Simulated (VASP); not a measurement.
Here is a VASP 6.6.1 calculation.

The input POSCAR:

```
KMgF3
1.0
    3.8478736813      0.0000000000      0.0000000000
    0.0000000000      3.8478736813      0.0000000000
    0.0000000000      0.0000000000      3.8478736813
K Mg F
1 1 3
Direct
    0.5000000000      0.5000000000      0.5000000000
    0.0000000000      0.0000000000      0.0000000000
    0.0000000000      0.0000000000      0.5000000000
    0.0000000000      0.5000000000      0.0000000000
    0.5000000000      0.0000000000      0.0000000000
```

The input INCAR.step1:

```
SYSTEM = KMgF3
PREC = Accurate ; ENCUT = 520
ISMEAR = -1 ; SIGMA = 0.05
LREAL = .False. ; LASPH = .True.
NELM = 60 ; NBANDS = 24
GGA = PE ; ALGO = Normal
EDIFF = 1E-4 ; LWAVE = .True.
LCHARG = .False.
```

Contents of INCAR.step2:

```
SYSTEM = KMgF3
PREC = Accurate ; ENCUT = 520
EDIFF = 1E-6 ; ISMEAR = -1
SIGMA = 0.05 ; LREAL = .False.
LASPH = .True. ; NELM = 60
ALGO = Normal ; ISIF = 2
LWAVE = .False. ; LCHARG = .True.
METAGGA = R2SCAN ; LMIXTAU = .True.
LELF = .True. ; LVHAR = .True.
NBANDS = 24 ; ISTART = 1
```

KPOINTS

```
regular mesh
0
Gamma
  7 7 7
  0 0 0
```

Potentials or basis: VASP PAW PBE potentials, release 64 (K_sv, Mg, F).

Command:

```sh
$ cat potpaw_PBE.64/K_sv/POTCAR potpaw_PBE.64/Mg/POTCAR potpaw_PBE.64/F/POTCAR > POTCAR
$ cp INCAR.step1 INCAR
$ mpirun -np 1 vasp_std > vasp.out
$ cp INCAR.step2 INCAR
$ mpirun -np 1 vasp_std > vasp.out
```

**Question.** What does it give for the band gap on the k mesh?

**Answer.** 9.18 eV, indirect (least direct gap 9.46 eV).

**Question.** What does it give for the pressure?

**Answer.** 9.4 GPa.

Caveat: the PAW data sets were made with another functional, which shifts forces and pressure a little. A k mesh can miss the band edges.
